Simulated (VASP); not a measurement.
Write the native input for VASP 6.6.1 that does the following.

```
Task                   : single point
Functional             : PBEsol
Potentials or basis    : VASP PAW PBE potentials, release 64 (In_d, Pd)
Cutoff                 : 520 eV
k mesh                 : 8 × 8 × 8
Occupations            : fermi-dirac, width 0.05 eV
Spin                   : no spin polarisation
Dipole correction      : no
Further INCAR settings : ALGO = Fast; EDIFF = 1e-07; NBANDS = 18
```

The structure of InPd lies in POSCAR:

```
InPd
1.0
    3.2276647001      0.0000000000      0.0000000000
    0.0000000000      3.2276647001      0.0000000000
    0.0000000000      0.0000000000      3.2276647001
In Pd
1 1
Direct
    0.0000000000      0.0000000000      0.0000000000
    0.5000000000      0.5000000000      0.5000000000
```

One way to write it, as run:

INCAR

```
ALGO = Fast ; EDIFF = 1E-7
ENCUT = 520 ; GGA = PS
ISIF = 2 ; ISMEAR = -1
LASPH = T ; LCHARG = F
LREAL = F ; LWAVE = F
NBANDS = 18 ; NELM = 100
PREC = Accurate ; SIGMA = 0.05
```

KPOINTS

```
k-points
0
Gamma
  8 8 8
```

Potentials or basis: VASP PAW PBE potentials, release 64 (In_d, Pd).

Launch:

```sh
$ cat potpaw_PBE.64/In_d/POTCAR potpaw_PBE.64/Pd/POTCAR > POTCAR
$ mpirun -np 1 vasp_std > vasp.out
```

Results of the run:

```json
{
  "Pressure": "2.7 GPa",
  "Band gap on the k mesh": "zero (an odd number of electrons rules out a gap without spin polarisation)"
}
```

Caveat: the PAW data sets were made with another functional, which shifts forces and pressure a little; spin-orbit coupling is left out, which moves the levels of the heavy elements.

Wall time 22 s on 1 thread of Intel Xeon 8259CL, with other jobs on the host, peak memory 0.15 GiB.
